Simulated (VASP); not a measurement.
# MoS2 (R3m) in VASP: notebook

MoS2 is run at these levels: LDA; tasks: electric field gradients.

Everything below comes from runs of VASP 6.6.1. Logs are shortened: lines on timing, memory, paths and dates and some standing lists are left out, and cuts for length are marked.

## (1) The cell of the first run

It takes space group R3m (No. 160, trigonal). The conventional cell has a = 3.226 Å, b = 3.226 Å, c = 18.370 Å, α = 90.00°, β = 90.00°, γ = 120.00°. Mo (site symmetry 3m) has 6 S at 2.39 Å and 6 Mo at 3.23 Å within 3.3 Å. Within 3.3 Å of S (site symmetry 3m) lie 3 Mo at 2.39 Å and 7 S at 3.00 to 3.23 Å. S (site symmetry 3m) has 3 Mo at 2.39 Å and 7 S at 3.00 to 3.23 Å within 3.3 Å.

## (2) Electric field gradients, LDA (equal xx and yy strain of +2 %)

The input, INCAR:

```
SYSTEM = MoS2
PREC     = Accurate       ! precision mode
ENCUT    = 520            ! plane-wave cutoff, eV
EDIFF    = 1E-8           ! SCF threshold, eV
ISMEAR   = -1             ! smearing method
SIGMA    = 0.05           ! smearing width, eV
LREAL    = .False.        ! projectors in reciprocal space
LASPH    = .True.         ! aspherical terms in the spheres
NELM     = 80             ! most SCF steps
ALGO     = Normal         ! electronic algorithm
ISIF     = 2              ! what is computed and relaxed
LWAVE    = .False.        ! write WAVECAR
LCHARG   = .False.        ! write CHGCAR
LEFG     = .True.       
NBANDS   = 20             ! bands
```

The input, KPOINTS:

```
Automatic mesh
0
Gamma
  15 15 15
  0 0 0
```

The input, POSCAR:

```
MoS2
1.0
    1.6131303639      0.9313412498      6.1233300000
   -1.6131303639      0.9313412498      6.1233300000
    0.0000000000     -1.8626824997      6.1233300000
Mo S
1 2
Direct
    0.0000000000      0.0000000000      0.0000000000
    0.7484000000      0.7484000000      0.7484000000
    0.5849000000      0.5849000000      0.5849000000
```

Potentials or basis: VASP PAW LDA potentials, release 64 (Mo_sv, S).

Run with:

```console
> cat potpaw_LDA.64/Mo_sv/POTCAR potpaw_LDA.64/S/POTCAR > POTCAR
> mpirun -np 1 vasp_std > vasp.out
```

OUTCAR:

```text
SYSTEM = MoS2
   PREC = Accurate
   ENCUT = 520
   EDIFF = 1E-8
   ISMEAR = -1
   LREAL = .False.
   LASPH = .True.
   NELM = 80
   ISIF = 2

 ion  position               nearest neighbor table
   1  0.000  0.000  0.000-   2 2.39   2 2.39   2 2.39   3 2.39   3 2.39   3 2.39
   2  0.748  0.748  0.748-   1 2.39   1 2.39   1 2.39
   3  0.585  0.585  0.585-   1 2.39   1 2.39   1 2.39

  LATTYP: Found a trigonal (rhomboedric) cell.
 ALAT       =     6.4003715817
 COS(alpha) =     0.8729547152

  Lattice vectors:

 A1 = (   1.6131303639,   0.9313412498,   6.1233300000)
 A2 = (  -1.6131303639,   0.9313412498,   6.1233300000)
 A3 = (   0.0000000000,  -1.8626824997,   6.1233300000)

Analysis of symmetry for initial positions (statically):
=====================================================================
 Subroutine PRICEL returns:
 Original cell was already a primitive cell.

 Routine SETGRP: Setting up the symmetry group for a
 trigonal (rhombohedral) supercell.

 Subroutine GETGRP returns: Found  6 space group operations
 (whereof  6 operations were pure point group operations)
 out of a pool of 12 trial point group operations.

The static configuration has the point symmetry C_3v.

Analysis of symmetry for dynamics (positions and initial velocities):
=====================================================================
 Subroutine PRICEL returns:
 Original cell was already a primitive cell.

 Routine SETGRP: Setting up the symmetry group for a
 trigonal (rhombohedral) supercell.

 Subroutine GETGRP returns: Found  6 space group operations
 (whereof  6 operations were pure point group operations)
 out of a pool of 12 trial point group operations.

The dynamic configuration has the point symmetry C_3v.

 Subroutine INISYM returns: Found  6 space group operations
 (whereof  6 operations are pure point group operations),
 and found     1 'primitive' translations

----------------------------------------------------------------------------------------

                                     Primitive cell

  volume of cell :      55.1972

  direct lattice vectors                    reciprocal lattice vectors
     1.613130364  0.931341250  6.123330000     0.309956350  0.178953382  0.054436611
    -1.613130364  0.931341250  6.123330000    -0.309956350  0.178953382  0.054436611
     0.000000000 -1.862682500  6.123330000     0.000000000 -0.357906764  0.054436611

  length of vectors
     6.400371582  6.400371582  6.400371582     0.362022923  0.362022923  0.362022923

  position of ions in fractional coordinates (direct lattice)
     0.000000000  0.000000000  0.000000000
     0.748400000  0.748400000  0.748400000
     0.584900000  0.584900000  0.584900000

  ion indices of the primitive-cell ions
   primitive index   ion index
                 1           1
                 2           2
                 3           3

----------------------------------------------------------------------------------------

 KPOINTS: Automatic mesh

Automatic generation of k-mesh.
 Grid dimensions read from file:
 generate k-points for:   15   15   15

 Generating k-lattice:

  Cartesian coordinates                     Fractional coordinates (reciprocal lattice)
     0.020663757  0.011930225  0.003629107     0.066666667  0.000000000 -0.000000000
    -0.020663757  0.011930225  0.003629107     0.000000000  0.066666667 -0.000000000
     0.000000000 -0.023860451  0.003629107     0.000000000  0.000000000  0.066666667

  Length of vectors
     0.024134862  0.024134862  0.024134862

  Shift w.r.t. Gamma in fractional coordinates (k-lattice)
     0.000000000  0.000000000  0.000000000

 Subroutine IBZKPT returns following result:
 ===========================================

 Found    344 irreducible k-points:

 Following reciprocal coordinates:
            Coordinates               Weight
  0.000000  0.000000  0.000000      1.000000
  0.066667  0.000000 -0.000000      6.000000
  0.133333 -0.000000 -0.000000      6.000000
  0.200000  0.000000  0.000000      6.000000
  0.266667 -0.000000 -0.000000      6.000000
  0.333333  0.000000  0.000000      6.000000
[... 16 lines left out ...]
  0.133333  0.133333 -0.000000      6.000000
  0.200000  0.133333  0.000000     12.000000
 [... further k-points ...]
   k-points           NKPTS =    344   k-points in BZ     NKDIM =    344   number of bands    NBANDS=     20
   number of dos      NEDOS =    301   number of ions     NIONS =      3
   total plane-waves  NPLWV = 110592
   dimension x,y,z NGX =    48 NGY =   48 NGZ =   48
   dimension x,y,z NGXF=    96 NGYF=   96 NGZF=   96
   ions per type =               1   2
   NGX,Y,Z   is equivalent  to a cutoff of  12.47, 12.47, 12.47 a.u.
   NGXF,Y,Z  is equivalent  to a cutoff of  24.94, 24.94, 24.94 a.u.
 SYSTEM =  MoS2
   PREC   = accura    normal or accurate (medium, high low for compatibility)
   ISTART =      0    job   : 0-new  1-cont  2-samecut
   ICHARG =      2    charge: 1-file 2-atom 10-const
   ISPIN  =      1    spin polarized calculation?
   LNONCOLLINEAR =      F non collinear calculations
   LSORBIT =      F    spin-orbit coupling
   LASPH  =      T    aspherical Exc in radial PAW
   ENCUT  =  520.0 eV  38.22 Ry    6.18 a.u.  11.90 11.90 11.90*2*pi/ulx,y,z
   NELM   =     80;   NELMIN=  2; NELMDL= -5     # of ELM steps
   EDIFF  = 0.1E-07   stopping-criterion for ELM
   LREAL  =      F    real-space projection
   EDIFFG = 0.1E-06   stopping-criterion for IOM
   NSW    =      0    number of steps for IOM
   IBRION =     -1    ionic relax: 0-MD 1-quasi-New 2-CG
   NFREE  =      0    steps in history (QN), initial steepest desc. (CG)
   ISIF   =      2    stress and relaxation
   ISYM   =      2    0-nonsym 1-usesym 2-fastsym
   POTIM  = 0.5000    time-step for ionic-motion
   TEBEG  =    0.0;   TEEND  =   0.0 temperature during run
   PSTRESS=    0.0 pullay stress
   NELECT =      26.0000    total number of electrons
   NUPDOWN=      -1.0000    fix difference up-down
   EMIN   =  10.00;   EMAX   =-10.00  energy-range for DOS
   EFERMI =   0.00;   METHOD = LEGACY
   ISMEAR =    -1;   SIGMA  =   0.05  broadening in eV -4-tet -1-fermi 0-gaus
   EFERMI_NEDOS =   21; number of points for ismear=-14 and -15
   IALGO  =     38    algorithm
   IMIX   =      4    mixing-type and parameters
     AMIX     =   0.40;   BMIX     =  1.00
     AMIX_MAG =   1.60;   BMIX_MAG =  1.00
  volume/ion in A,a.u.               =      18.40       124.16
  Fermi-wavevector in a.u.,A,eV,Ry     =   1.273777  2.407090 22.075573  1.622509
  Thomas-Fermi vector in A             =   2.406582
   LORBIT       =      0    0 simple, 1 ext, 2 COOP (PROOUT), +10 PAW based schemes
   GGA     = CA    functional components
   LHFCALC =     F    Hartree Fock is set to
   AEXX    =    0.0000 exact exchange contribution
   IVDW    =     0    specifies the selected vdW correction
   LEPSILON=     F    determine dielectric tensor
   LRPA    =     F    only Hartree local field effects (RPA)
 non-spin polarized calculation
  energy-cutoff  :      520.00
  volume of cell :       55.20
 maximum number of plane-waves:      1507
   NGX = 23   NGY = 23   NGZ = 23

 number of electron      26.0000001 magnetization

 Free energy of the ion-electron system (eV)
  ---------------------------------------------------
  ext. energy  EPLUGINS =         0.00000000
  ---------------------------------------------------
  free energy    TOTEN  =       -24.37189730 eV

  energy without entropy =      -24.37181275  energy(sigma->0) =      -24.37185502

 E-fermi :   7.3928     XC(G=0): -10.9220

 val. band max:        7.2535451924   @ k =   0.4667   0.4667   0.4667
 cond. band min:       7.6358439888   @ k =  -0.2000   0.4667   0.1333
 fundamental gap:      0.3822987964
 Fermi energy:         7.3928360269

 k-point     1 :       0.0000    0.0000    0.0000
  band No.  band energies     occupation
      1     -54.2173      2.00000
      2     -28.5438      2.00000
      3     -28.3855      2.00000
      4     -28.3855      2.00000
      5      -7.8758      2.00000
      6      -6.0617      2.00000
[... 12 lines left out ...]
     19      14.8474      0.00000
     20      15.1899      0.00000
[... 507 lines left out ...]
 k-point    24 :       0.2000    0.1333    0.0000
  band No.  band energies     occupation
      1     -54.2081      2.00000
      2     -28.5248      2.00000
      3     -28.4807      2.00000
      4     -28.4094      2.00000
      5      -7.4279      2.00000
      6      -5.9790      2.00000
[... 12 lines left out ...]
     19      15.4970      0.00000
     20      15.9120      0.00000

 [... further k-points ...]
[... 5 lines left out ...]
  --------------------------------------------------------------------------------------
  -------------------------------------------------------------------------------------
  Total       -2.5501645     -2.5501645      0.7077673      0.0000000     -0.0000000     -0.0000000
  in kB      -74.0221266    -74.0221266     20.5439441      0.0000000     -0.0000000     -0.0000000
  external PRESSURE =     -42.5001030 kB  Pullay stress =       0.0000000 kB

 VOLUME and BASIS-vectors are now :
 -----------------------------------------------------------------------------
  energy-cutoff  :      520.00
  volume of cell :       55.20
      direct lattice vectors                 reciprocal lattice vectors
     1.613130364  0.931341250  6.123330000     0.309956350  0.178953382  0.054436611
    -1.613130364  0.931341250  6.123330000    -0.309956350  0.178953382  0.054436611
     0.000000000 -1.862682500  6.123330000     0.000000000 -0.357906764  0.054436611

 POSITION                                       TOTAL-FORCE (eV/Angst)
 -----------------------------------------------------------------------------------
      0.00000      0.00000      0.00000         0.000000      0.000000     -0.002751
      0.00000     -0.00000     13.74810         0.000000     -0.000000      0.403217
      0.00000     -0.00000     10.74461         0.000000      0.000000     -0.400465
 -----------------------------------------------------------------------------------
    total drift:                                0.000000      0.000000     -0.000011

  FREE ENERGIE OF THE ION-ELECTRON SYSTEM (eV)
  ---------------------------------------------------
  free  energy   TOTEN  =       -24.3718972979 eV

  energy  without entropy=      -24.3718127484  energy(sigma->0) =      -24.37185502

 Electric field gradients (V/A^2)
---------------------------------------------------------------------
 ion       V_xx      V_yy      V_zz      V_xy      V_xz      V_yz
---------------------------------------------------------------------
   1      48.557    48.557   -97.114     0.000    -0.000     0.000
   2      31.962    31.962   -63.924     0.000    -0.000     0.000
   3      31.241    31.241   -62.482     0.000     0.000     0.000
---------------------------------------------------------------------

 Electric field gradients after diagonalization (V/A^2)
 (convention: |V_zz| > |V_xx| > |V_yy|)
----------------------------------------------------------------------
 ion       V_xx      V_yy      V_zz     asymmetry (V_yy - V_xx)/ V_zz
----------------------------------------------------------------------
   1      48.557    48.557   -97.114       0.000
   2      31.962    31.962   -63.924       0.000
   3      31.241    31.241   -62.482       0.000
----------------------------------------------------------------------

           NMR quadrupolar parameters

 Cq : quadrupolar parameter    Cq=e*Q*V_zz/h
 eta: asymmetry parameters     (V_yy - V_xx)/ V_zz
 Q  : nuclear electric quadrupole moment in mb (millibarn)
----------------------------------------------------------------------
 ion       Cq(MHz)       eta       Q (mb)
----------------------------------------------------------------------
   1      -0.235       0.000       1.000
   2      -0.155       0.000       1.000
   3      -0.151       0.000       1.000
----------------------------------------------------------------------
```

Run time: 16 min. Hardware: 1 thread of Intel Xeon Platinum 8488C (Sapphire Rapids), shared host; peak memory 0.51 GiB.

Results:

- Free energy: -24.3719 eV
- Pressure: -4.3 GPa
- Largest force: 0.403 eV/Å
- Band gap on the k mesh: 0.38 eV (least direct gap 1.46 eV)
- Largest electric field gradient by atom: Mo -97.1; S -63.9, -62.5 V/Å²

Forces on the atoms (eV/Å):
```
Mo   0.000  0.000 -0.003
S    0.000  0.000  0.403
S    0.000  0.000 -0.400
```

Stress tensor (GPa, compression positive):
```
-7.40  0.00  0.00
 0.00 -7.40  0.00
 0.00  0.00  2.05
```

Electric field gradients, principal values (V/Å²):
| atom | least | middle | greatest (by size) |
| --- | --- | --- | --- |
| 1 Mo | 48.557 | 48.557 | -97.114 |
| 2 S | 31.962 | 31.962 | -63.924 |
| 3 S | 31.241 | 31.241 | -62.482 |

Caveat: the cell differs from its parent crystal (equal xx and yy strain of +2 %); the cell stands under tension; without QUAD_EFG the Cq values of the log hold for a quadrupole moment of 1 mb, not for the nuclei; an odd mesh through Γ misses points on the zone boundary, where band edges can lie.

[end of part 1 of 4]
